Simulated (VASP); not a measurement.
# KRb2 (R-3m) in VASP: single point with PBE

Aim: the single point of KRb2 with PBE.

Everything below comes from runs of VASP 6.6.1. Logs are shortened: lines on timing, memory, paths and dates and some standing lists are left out, and cuts for length are marked.

## 1. The cell of the first run

Symmetry: R-3m, No. 166, trigonal system. Conventional cell: a = 4.296 Å, b = 4.296 Å, c = 20.565 Å, α = 90.00°, β = 90.00°, γ = 120.00°. Within 3.9 Å of K (site symmetry -3m) lie 6 Rb at 2.93 Å. Within 4.0 Å of Rb (site symmetry 3m) lie 3 K at 2.93 Å and 3 Rb at 3.97 Å.

The cell was generated, and may not be a known phase.

## 2. Single point, PBE

INCAR reads:

```
PREC     = Accurate       # precision mode
ENCUT    = 520            # plane-wave cutoff, eV
EDIFF    = 1E-6           # SCF threshold, eV
ISMEAR   = 0              # smearing method
SIGMA    = 0.1            # smearing width, eV
LREAL    = F              # projectors in reciprocal space
LASPH    = T              # aspherical terms in the spheres
NELM     = 100            # most SCF steps
ALGO     = Normal         # electronic algorithm
ISIF     = 2              # what is computed and relaxed
LWAVE    = F              # write WAVECAR
LCHARG   = F              # write CHGCAR
GGA      = PE             # functional
NBANDS   = 20             # bands
```

KPOINTS reads:

```
regular mesh
0
Gamma
  6 6 6
```

POSCAR reads:

```
KRb2
1.0
    2.1481927500      1.2402596600      6.8550904000
   -2.1481927500      1.2402596600      6.8550904000
    0.0000000000     -2.4805193300      6.8550904000
K Rb
1 2
Direct
    0.0000000000      0.0000000000      0.0000000000
    0.2578814300      0.2578814300      0.2578814300
    0.7421185700      0.7421185700      0.7421185700
```

Potentials or basis: VASP PAW PBE potentials, release 64 (K_sv, Rb_sv).

On the command line:

```bash
> cat potpaw_PBE.64/K_sv/POTCAR potpaw_PBE.64/Rb_sv/POTCAR > POTCAR
> mpirun -np 1 vasp_std > vasp.out
```

OUTCAR:

```text
PREC = Accurate
   ENCUT = 520
   EDIFF = 1E-6
   ISMEAR = 0
   LREAL = F
   LASPH = T
   NELM = 100
   ISIF = 2
   GGA = PE

 ion  position               nearest neighbor table
   1  0.000  0.000  0.000-   3 2.93   3 2.93   2 2.93   2 2.93   3 2.93   2 2.93
   2  0.258  0.258  0.258-   1 2.93   1 2.93   1 2.93   3 3.97   3 3.97   3 3.97   3 4.50   3 4.50
                             3 4.50
   3  0.742  0.742  0.742-   1 2.93   1 2.93   1 2.93   2 3.97   2 3.97   2 3.97   2 4.50   2 4.50
                             2 4.50

  LATTYP: Found a trigonal (rhomboedric) cell.
 ALAT       =     7.2900782237
 COS(alpha) =     0.8263350753

  Lattice vectors:

 A1 = (   2.1481927500,   1.2402596600,   6.8550904000)
 A2 = (  -2.1481927500,   1.2402596600,   6.8550904000)
 A3 = (   0.0000000000,  -2.4805193300,   6.8550904000)

Analysis of symmetry for initial positions (statically):
=====================================================================
 Subroutine PRICEL returns:
 Original cell was already a primitive cell.

 Routine SETGRP: Setting up the symmetry group for a
 trigonal (rhombohedral) supercell.

 Subroutine GETGRP returns: Found 12 space group operations
 (whereof 12 operations were pure point group operations)
 out of a pool of 12 trial point group operations.

The static configuration has the point symmetry D_3d.

Analysis of symmetry for dynamics (positions and initial velocities):
=====================================================================
 Subroutine PRICEL returns:
 Original cell was already a primitive cell.

 Routine SETGRP: Setting up the symmetry group for a
 trigonal (rhombohedral) supercell.

 Subroutine GETGRP returns: Found 12 space group operations
 (whereof 12 operations were pure point group operations)
 out of a pool of 12 trial point group operations.

The dynamic configuration has the point symmetry D_3d.

 Subroutine INISYM returns: Found 12 space group operations
 (whereof 12 operations are pure point group operations),
 and found     1 'primitive' translations

----------------------------------------------------------------------------------------

                                     Primitive cell

  volume of cell :     109.5848

  direct lattice vectors                    reciprocal lattice vectors
     2.148192750  1.240259660  6.855090400     0.232753788  0.134380462  0.048625666
[... 80 lines left out ...]
   ISTART =      0    job   : 0-new  1-cont  2-samecut
   ICHARG =      2    charge: 1-file 2-atom 10-const
   ISPIN  =      1    spin polarized calculation?
   LNONCOLLINEAR =      F non collinear calculations
   LSORBIT =      F    spin-orbit coupling
   LASPH  =      T    aspherical Exc in radial PAW
   ENCUT  =  520.0 eV  38.22 Ry    6.18 a.u.  13.55 13.55 13.55*2*pi/ulx,y,z
   NELM   =    100;   NELMIN=  2; NELMDL= -5     # of ELM steps
   EDIFF  = 0.1E-05   stopping-criterion for ELM
   LREAL  =      F    real-space projection
   EDIFFG = 0.1E-04   stopping-criterion for IOM
   NSW    =      0    number of steps for IOM
   IBRION =     -1    ionic relax: 0-MD 1-quasi-New 2-CG
   NFREE  =      0    steps in history (QN), initial steepest desc. (CG)
   ISIF   =      2    stress and relaxation
   ISYM   =      2    0-nonsym 1-usesym 2-fastsym
   POTIM  = 0.5000    time-step for ionic-motion
   TEBEG  =    0.0;   TEEND  =   0.0 temperature during run
   PSTRESS=    0.0 pullay stress
   NELECT =      27.0000    total number of electrons
   NUPDOWN=      -1.0000    fix difference up-down
   EMIN   =  10.00;   EMAX   =-10.00  energy-range for DOS
   EFERMI =   0.00;   METHOD = LEGACY
   ISMEAR =     0;   SIGMA  =   0.10  broadening in eV -4-tet -1-fermi 0-gaus
   EFERMI_NEDOS =   21; number of points for ismear=-14 and -15
   IALGO  =     38    algorithm
   IMIX   =      4    mixing-type and parameters
     AMIX     =   0.40;   BMIX     =  1.00
     AMIX_MAG =   1.60;   BMIX_MAG =  1.00
  volume/ion in A,a.u.               =      36.53       246.50
  Fermi-wavevector in a.u.,A,eV,Ry     =   1.026312  1.939448 14.331233  1.053316
  Thomas-Fermi vector in A             =   2.160198
   LORBIT       =      0    0 simple, 1 ext, 2 COOP (PROOUT), +10 PAW based schemes
   GGA     = PE    functional components
   LHFCALC =     F    Hartree Fock is set to
   AEXX    =    0.0000 exact exchange contribution
   IVDW    =     0    specifies the selected vdW correction
   LEPSILON=     F    determine dielectric tensor
   LRPA    =     F    only Hartree local field effects (RPA)
 non-spin polarized calculation
 Gauss-broadening in eV      SIGMA  =   0.10
  energy-cutoff  :      520.00
  volume of cell :      109.58
 maximum number of plane-waves:      2970
   NGX = 27   NGY = 27   NGZ = 27

 number of electron      27.0000001 magnetization

 Free energy of the ion-electron system (eV)
  ---------------------------------------------------
  ext. energy  EPLUGINS =         0.00000000
  ---------------------------------------------------
  free energy    TOTEN  =         1.69767603 eV

  energy without entropy =        1.72604663  energy(sigma->0) =        1.71186133

 E-fermi :   2.6513     XC(G=0):  -7.9616

 val. band max:        2.6378532036   @ k =   0.5000   0.1667   0.0000
 cond. band min:       2.6566921615   @ k =   0.1667   0.0000   0.0000
 fundamental gap:      0.0188389579
 Fermi energy:         2.6513197505

 k-point     1 :       0.0000    0.0000    0.0000
  band No.  band energies     occupation
      1     -30.5114      2.00000
      2     -26.3957      2.00000
      3     -26.3842      2.00000
      4     -14.1620      2.00000
      5     -14.1620      2.00000
      6     -14.0760      2.00000
[... 541 lines left out ...]
     19       6.1282      0.00000
     20       6.5690      0.00000

 [... further k-points ...]
[... 5 lines left out ...]
  --------------------------------------------------------------------------------------
  -------------------------------------------------------------------------------------
  Total        7.9692099      7.9692099      7.2234468      0.0000000     -0.0000000      0.0000000
  in kB      116.5133109    116.5133110    105.6099308      0.0000000     -0.0000001      0.0000000
  external PRESSURE =     112.8788509 kB  Pullay stress =       0.0000000 kB

 VOLUME and BASIS-vectors are now :
 -----------------------------------------------------------------------------
  energy-cutoff  :      520.00
  volume of cell :      109.58
      direct lattice vectors                 reciprocal lattice vectors
     2.148192750  1.240259660  6.855090400     0.232753788  0.134380462  0.048625666
    -2.148192750  1.240259660  6.855090400    -0.232753788  0.134380462  0.048625666
     0.000000000 -2.480519330  6.855090400     0.000000000 -0.268760924  0.048625665

 POSITION                                       TOTAL-FORCE (eV/Angst)
 -----------------------------------------------------------------------------------
      0.00000      0.00000      0.00000         0.000000     -0.000000      0.000000
      0.00000     -0.00000      5.30340         0.000000      0.000000     -2.167594
      0.00000     -0.00000     15.26187         0.000000     -0.000000      2.167594
 -----------------------------------------------------------------------------------
    total drift:                               -0.000000     -0.000000      0.000000

  FREE ENERGIE OF THE ION-ELECTRON SYSTEM (eV)
  ---------------------------------------------------
  free  energy   TOTEN  =         1.6976760330 eV

  energy  without entropy=        1.7260466328  energy(sigma->0) =        1.71186133
```

Run time: 4.1 min. Hardware: 1 thread of Oxide Virtual Turin-like, shared host; peak memory 0.38 GiB.

Results:

- Free energy: 1.6977 eV
- Pressure: 11.3 GPa
- Largest force: 2.168 eV/Å
- Band gap on the k mesh: zero (an odd number of electrons rules out a gap without spin polarisation)

Forces in eV/Å, atoms in the order of the input:
```
K    0.000  0.000  0.000
Rb   0.000  0.000 -2.168
Rb   0.000  0.000  2.168
```

Caveat: the cell stands under pressure; forces of over 1 eV/Å act on the atoms, so gaps and moduli don't describe the material at rest.
